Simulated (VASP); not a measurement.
Here is a VASP 6.6.1 calculation.

Contents of POSCAR:

```
Ta
1.0
    2.9003720726      0.0000000000      0.0000000000
   -1.4501860363      2.5117958953      0.0000000000
    0.0000000000      0.0000000000      5.1662740000
Ta
2
Direct
    0.3333333333      0.6666666667      0.2500000000
    0.6666666667      0.3333333333      0.7500000000
```

File INCAR.step1:

```
ALGO = Normal
EDIFF = 1E-4
ENCUT = 600
GGA = PE
ISMEAR = -1
LASPH = True
LCHARG = False
LREAL = False
LWAVE = True
NELM = 60
PREC = Accurate
SIGMA = 0.05
```

File INCAR.step2:

```
ALGO = Normal
EDIFF = 1E-6
EDIFFG = -0.01
ENCUT = 600
IBRION = 2
ISIF = 3
ISMEAR = -1
ISTART = 1
LASPH = True
LCHARG = False
LMIXTAU = True
LREAL = False
LWAVE = False
METAGGA = R2SCAN
NELM = 60
NSW = 60
PREC = Accurate
PSTRESS = 50.0
SIGMA = 0.05
```

The input KPOINTS:

```
k-points
0
Gamma
  11 11 5
```

Potentials or basis: VASP PAW PBE potentials, release 64 (Ta_pv).

Launch:

```bash
$ cat potpaw_PBE.64/Ta_pv/POTCAR > POTCAR
$ cp INCAR.step1 INCAR
$ mpirun -np 1 vasp_std > vasp.out
$ cp INCAR.step2 INCAR
$ mpirun -np 1 vasp_std > vasp.out
```

Problem. Estimate the relaxed cell.

Solution. a = 2.858 Å, b = 2.858 Å, c = 5.111 Å, α = 90.00°, β = 90.00°, γ = 120.00°.

Problem. Estimate the band gap on the k mesh.

Solution. Zero (bands 11 and 12 overlap by 1.58 eV).

Stress tensor (GPa, compression positive):
```
5.09 0.00 0.00
0.00 5.09 0.00
0.00 0.00 4.99
```

Caveat: the cell is relaxed towards a set pressure, so the run minimises the enthalpy, not the energy; the PAW data sets were made with another functional, which shifts forces and pressure a little; spin-orbit coupling is left out, which moves the levels of the heavy elements.
